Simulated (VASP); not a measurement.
# Ge (P6/mmm) in VASP: a series of runs

Runs on Ge. Level: PBE. Tasks: single point.

Everything below comes from runs of VASP 6.6.1. Logs are shortened: lines on timing, memory, paths and dates and some standing lists are left out, and cuts for length are marked.

### 1 The cell of the first run

The structure is hexagonal, space group P6/mmm (No. 191). Conventional cell: a = 2.792 Å, b = 2.792 Å, c = 2.599 Å, α = 90.00°, β = 90.00°, γ = 120.00°. Within 3.4 Å of Ge (site symmetry 6/mmm) lie 8 Ge at 2.60 to 2.79 Å.

### 2 Single point, PBE

Input file INCAR:

```
SYSTEM = Ge
PREC     = Accurate       ! precision mode
ENCUT    = 520            ! plane-wave cutoff, eV
EDIFF    = 1E-6           ! SCF threshold, eV
ISMEAR   = -1             ! smearing method
SIGMA    = 0.05           ! smearing width, eV
LREAL    = .False.        ! projectors in reciprocal space
LASPH    = .True.         ! aspherical terms in the spheres
NELM     = 80             ! most SCF steps
ALGO     = Normal         ! electronic algorithm
ISIF     = 2              ! what is computed and relaxed
LWAVE    = .False.        ! write WAVECAR
LCHARG   = .True.         ! write CHGCAR
GGA      = PE             ! functional
LELF     = .True.         ! ELF
LVHAR    = .True.       
NBANDS   = 13             ! bands
```

Input file KPOINTS:

```
Automatic mesh
0
Gamma
  16 16 15
  0 0 0
```

Input file POSCAR:

```
Ge
1.0
    2.7924538489      0.0000000000      0.0000000000
   -1.3962269244      2.4183359720      0.0000000000
    0.0000000000      0.0000000000      2.5993229518
Ge
1
Direct
    0.0000000000      0.0000000000      0.0000000000
```

Potentials or basis: VASP PAW PBE potentials, release 64 (Ge_d).

On the command line:

```console
> cat potpaw_PBE.64/Ge_d/POTCAR > POTCAR
> mpirun -np 1 vasp_std > vasp.out
```

OUTCAR:

```text
SYSTEM = Ge
   PREC = Accurate
   ENCUT = 520
   EDIFF = 1E-6
   ISMEAR = -1
   LREAL = .False.
   LASPH = .True.
   NELM = 80
   ISIF = 2
   GGA = PE

 ion  position               nearest neighbor table
   1  0.000  0.000  0.000-

  LATTYP: Found a hexagonal cell.
 ALAT       =     2.7924538489
 C/A-ratio  =     0.9308382851

  Lattice vectors:

 A1 = (   2.7924538489,   0.0000000000,   0.0000000000)
 A2 = (  -1.3962269244,   2.4183359720,   0.0000000000)
 A3 = (   0.0000000000,   0.0000000000,   2.5993229518)

Analysis of symmetry for initial positions (statically):
=====================================================================
 Subroutine PRICEL returns:
 Original cell was already a primitive cell.

 Routine SETGRP: Setting up the symmetry group for a
 hexagonal supercell.

 Subroutine GETGRP returns: Found 24 space group operations
 (whereof 24 operations were pure point group operations)
 out of a pool of 24 trial point group operations.

The static configuration has the point symmetry D_6h.

Analysis of symmetry for dynamics (positions and initial velocities):
=====================================================================
 Subroutine PRICEL returns:
 Original cell was already a primitive cell.

 Routine SETGRP: Setting up the symmetry group for a
 hexagonal supercell.

 Subroutine GETGRP returns: Found 24 space group operations
 (whereof 24 operations were pure point group operations)
 out of a pool of 24 trial point group operations.

The dynamic configuration has the point symmetry D_6h.

 Subroutine INISYM returns: Found 24 space group operations
 (whereof 24 operations are pure point group operations),
 and found     1 'primitive' translations

----------------------------------------------------------------------------------------

                                     Primitive cell

  volume of cell :      17.5535

  direct lattice vectors                    reciprocal lattice vectors
     2.792453849  0.000000000  0.000000000     0.358107977  0.206753737  0.000000000
    -1.396226924  2.418335972  0.000000000     0.000000000  0.413507474  0.000000000
     0.000000000  0.000000000  2.599322952     0.000000000  0.000000000  0.384715566

  length of vectors
     2.792453849  2.792453849  2.599322952     0.413507474  0.413507474  0.384715566

  position of ions in fractional coordinates (direct lattice)
     0.000000000  0.000000000  0.000000000

  ion indices of the primitive-cell ions
   primitive index   ion index
                 1           1
[... 74 lines left out ...]
   EDIFFG = 0.1E-04   stopping-criterion for IOM
   NSW    =      0    number of steps for IOM
   IBRION =     -1    ionic relax: 0-MD 1-quasi-New 2-CG
   NFREE  =      0    steps in history (QN), initial steepest desc. (CG)
   ISIF   =      2    stress and relaxation
   ISYM   =      2    0-nonsym 1-usesym 2-fastsym
   POTIM  = 0.5000    time-step for ionic-motion
   TEBEG  =    0.0;   TEEND  =   0.0 temperature during run
   PSTRESS=    0.0 pullay stress
   NELECT =      14.0000    total number of electrons
   NUPDOWN=      -1.0000    fix difference up-down
   EMIN   =  10.00;   EMAX   =-10.00  energy-range for DOS
   EFERMI =   0.00;   METHOD = LEGACY
   ISMEAR =    -1;   SIGMA  =   0.05  broadening in eV -4-tet -1-fermi 0-gaus
   EFERMI_NEDOS =   21; number of points for ismear=-14 and -15
   IALGO  =     38    algorithm
   IMIX   =      4    mixing-type and parameters
     AMIX     =   0.40;   BMIX     =  1.00
     AMIX_MAG =   1.60;   BMIX_MAG =  1.00
  volume/ion in A,a.u.               =      17.55       118.46
  Fermi-wavevector in a.u.,A,eV,Ry     =   1.518203  2.868988 31.360623  2.304941
  Thomas-Fermi vector in A             =   2.627355
   LORBIT       =      0    0 simple, 1 ext, 2 COOP (PROOUT), +10 PAW based schemes
   GGA     = PE    functional components
   LHFCALC =     F    Hartree Fock is set to
   AEXX    =    0.0000 exact exchange contribution
   IVDW    =     0    specifies the selected vdW correction
   LEPSILON=     F    determine dielectric tensor
   LRPA    =     F    only Hartree local field effects (RPA)
 non-spin polarized calculation
  energy-cutoff  :      520.00
  volume of cell :       17.55
 maximum number of plane-waves:       486
 NGX is ok and might be reduce to    24

 number of electron      14.0000001 magnetization

 Free energy of the ion-electron system (eV)
  ---------------------------------------------------
  ext. energy  EPLUGINS =         0.00000000
  ---------------------------------------------------
  free energy    TOTEN  =        -4.22755829 eV

  energy without entropy =       -4.22380359  energy(sigma->0) =       -4.22568094

 E-fermi :   7.4581     XC(G=0): -11.6010

 val. band max:        7.4552509328   @ k =   0.3750   0.2500   0.3333
 cond. band min:       7.4923246645   @ k =   0.3750   0.0000   0.4000
 fundamental gap:      0.0370737317
 Fermi energy:         7.4581001910

 k-point     1 :       0.0000    0.0000    0.0000
  band No.  band energies     occupation
      1     -17.4131      2.00000
      2     -17.2889      2.00000
      3     -17.2889      2.00000
      4     -17.1082      2.00000
      5     -17.1082      2.00000
      6      -6.3636      2.00000
      7      14.7513      0.00000
      8      16.3023      0.00000
      9      16.3023      0.00000
     10      18.1199      0.00000
     11      22.0384      0.00000
     12      22.0384      0.00000
     13      23.0741      0.00000
[... 354 lines left out ...]
  band No.  band energies     occupation
      1     -17.3503      2.00000
      2     -17.2891      2.00000
      3     -17.1747      2.00000
      4     -17.1585      2.00000
      5     -17.1295      2.00000
      6      -2.7219      2.00000
      7       5.4106      2.00000
      8       7.9321      0.00015
      9      18.0478      0.00000
     10      21.6550      0.00000
     11      22.7275      0.00000
     12      25.8747      0.00000
     13      27.9633      0.00000

 [... further k-points ...]
[... 5 lines left out ...]
  --------------------------------------------------------------------------------------
  -------------------------------------------------------------------------------------
  Total        0.8776170      0.8776170      0.8702351      0.0000000      0.0000000      0.0000000
  in kB       80.1037299     80.1037299     79.4299501      0.0000000      0.0000000      0.0000000
  external PRESSURE =      79.8791366 kB  Pullay stress =       0.0000000 kB

 VOLUME and BASIS-vectors are now :
 -----------------------------------------------------------------------------
  energy-cutoff  :      520.00
  volume of cell :       17.55
      direct lattice vectors                 reciprocal lattice vectors
     2.792453849  0.000000000  0.000000000     0.358107977  0.206753737  0.000000000
    -1.396226924  2.418335972  0.000000000     0.000000000  0.413507474  0.000000000
     0.000000000  0.000000000  2.599322952     0.000000000  0.000000000  0.384715566

 POSITION                                       TOTAL-FORCE (eV/Angst)
 -----------------------------------------------------------------------------------
      0.00000      0.00000      0.00000         0.000000      0.000000      0.000000
 -----------------------------------------------------------------------------------
    total drift:                                0.000000     -0.000000      0.000000

  FREE ENERGIE OF THE ION-ELECTRON SYSTEM (eV)
  ---------------------------------------------------
  free  energy   TOTEN  =        -4.2275582885 eV

  energy  without entropy=       -4.2238035874  energy(sigma->0) =       -4.22568094
```

OSZICAR:

```text
N       E                     dE             d eps       ncg     rms          rms(c)
DAV:   1     0.621507423384E+02    0.62151E+02   -0.70407E+03  6892   0.304E+03
DAV:   2     0.996648436938E+00   -0.61154E+02   -0.58192E+02  6615   0.422E+02
DAV:   3    -0.417489941779E+01   -0.51715E+01   -0.51410E+01  7135   0.700E+01
DAV:   4    -0.423889559223E+01   -0.63996E-01   -0.63988E-01  7155   0.830E+00
DAV:   5    -0.423946267182E+01   -0.56708E-03   -0.56708E-03  7265   0.862E-01    0.158E+00
DAV:   6    -0.423136245219E+01    0.81002E-02   -0.64834E-03  7806   0.194E+00    0.900E-01
DAV:   7    -0.422766031653E+01    0.37021E-02   -0.55042E-03  8257   0.148E+00    0.752E-02
DAV:   8    -0.422755927670E+01    0.10104E-03   -0.68593E-04  7605   0.627E-01    0.292E-02
DAV:   9    -0.422755886275E+01    0.41395E-06   -0.20471E-05  8409   0.901E-02    0.114E-02
DAV:  10    -0.422755828848E+01    0.57426E-06   -0.60280E-07  4843   0.102E-02
   1 F= -.42275583E+01 E0= -.42256809E+01  d E =-.375470E-02
```

stdout:

```text
POSCAR found type information on POSCAR Ge
 POSCAR found :  1 types and       1 ions
 scaLAPACK will be used
 LDA part: xc-table for (Slater+PW92), standard interpolation
 POSCAR, INCAR and KPOINTS ok, starting setup
 FFT: planning ... GRIDC
 FFT: planning ... GRID_SOFT
 FFT: planning ... GRID
 WAVECAR not read
 entering main loop
```

Run time: 11 s. Hardware: 1 thread of Intel Xeon 6975P-C (Granite Rapids), shared host; peak memory 0.17 GiB.

Results:

```
Free energy            : -4.2276 eV
Pressure               : 8.0 GPa
Band gap on the k mesh : zero (band 7 reaches 14.85 eV, above the bottom of band 8 at 4.23 eV)
```

### 3 Single point, PBE

Input file INCAR:

```
SYSTEM = Ge
PREC = Accurate
ENCUT = 520
EDIFF = 1E-6
ISMEAR = -1
SIGMA = 0.05
LREAL = .FALSE.
LASPH = .TRUE.
NELM = 100
ALGO = Normal
ISIF = 2
LWAVE = .FALSE.
LCHARG = .FALSE.
GGA = PE
NBANDS = 13
```

Input file KPOINTS:

```
regular mesh
0
G
  16 16 15
  0 0 0
```

Input file POSCAR:

```
Ge
1.0
    2.7932077401      0.0000000000      0.0000000000
   -1.3966038700      2.4189888610      0.0000000000
    0.0000000000      0.0000000000      2.5995963609
Ge
1
Direct
    0.0000000000      0.0000000000      0.0000000000
```

Potentials or basis: VASP PAW PBE potentials, release 64 (Ge_d).

On the command line:

```console
> cat potpaw_PBE.64/Ge_d/POTCAR > POTCAR
> mpirun -np 1 vasp_std > vasp.out
```

It took 11 s on 1 thread of Intel Xeon 6975P-C (Granite Rapids), shared host; peak memory 0.17 GiB.

The run converged. Its results:

```yaml
Free_energy: -4.2281 eV
Pressure: 7.9 GPa
Band_gap_on_the_k_mesh: zero (band 7 reaches 14.84 eV, above the bottom of band 8 at 4.23 eV)
```

Levels at points of the mesh, in eV from the Fermi level:
```tsv
k point	band 5	band 6	band 7	band 8	band 9	band 10
(0.00, 0.00, 0.00)	-24.57	-13.82	7.29	8.84	8.84	10.66
(0.50, 0.00, 0.00)	-24.58	-8.37	-6.08	4.30	8.32	11.55
```

### 4 Single point, PBE

This run uses another cell than the first one: it holds 3 atoms, not 1.

Input file INCAR:

```
PREC = Accurate
ENCUT = 520
EDIFF = 1E-6
ISMEAR = -1
SIGMA = 0.05
LREAL = F
LASPH = T
NELM = 60
ALGO = Normal
ISIF = 2
LWAVE = F
LCHARG = F
GGA = PE
NBANDS = 28
```

Input file KPOINTS:

```
regular mesh
0
Gamma
  8 8 11
```

Input file POSCAR:

```
Ge
1.0
    4.7531454340      0.0000000000      0.0000000000
   -2.3765727170      4.1163446937      0.0000000000
    0.0000000000      0.0000000000      2.6841571861
Ge
3
Direct
    0.0000000000      0.0000000000      0.0000000000
    0.3333333333      0.6666666667      0.5000000000
    0.6666666667      0.3333333333      0.5000000000
```

On the command line:

```console
> cat potpaw_PBE.64/Ge_d/POTCAR > POTCAR
> mpirun -np 1 vasp_std > vasp.out
```

It took 24 s on 1 thread of Intel Xeon 6975P-C (Granite Rapids), shared host; peak memory 0.2 GiB.

Results (log left out):

* Free energy: -12.4540 eV
* Pressure: 8.2 GPa
* Band gap on the k mesh: zero (band 21 reaches 9.36 eV, above the bottom of band 22 at 4.02 eV)

Levels at points of the mesh, in eV from the Fermi level:
```tsv
k point	band 18	band 19	band 20	band 21	band 22	band 23	band 24	band 25
(0.00, 0.00, 0.00)	-6.59	-3.60	-3.60	-3.52	-3.52	5.90	9.25	9.25
(0.50, 0.00, 0.00)	-8.06	-5.88	1.01	1.11	2.83	3.09	4.75	7.98
```

### 5 The runs side by side

| cell | k mesh | gap on the mesh (eV) | pressure (GPa) |
| --- | --- | --- | --- |
| a = 2.792, b = 2.792, c = 2.599 Å, angles 90.0, 90.0, 120.0°, 1 atom | 16 × 16 × 15 | none | 8.0 |
| a = 2.793, b = 2.793, c = 2.600 Å, angles 90.0, 90.0, 120.0°, 1 atom | 16 × 16 × 15 | none | 7.9 |
| a = 4.753, b = 4.753, c = 2.684 Å, angles 90.0, 90.0, 120.0°, 3 atoms | 8 × 8 × 11 | none | 8.2 |

Alike in all rows: task single point; level PBE; potentials or basis VASP PAW PBE potentials, release 64 (Ge_d); no spin polarisation; cutoff (eV) 520; smearing fermi-dirac 0.05 eV.

Absolute energies hang on the potentials; compare differences alone.
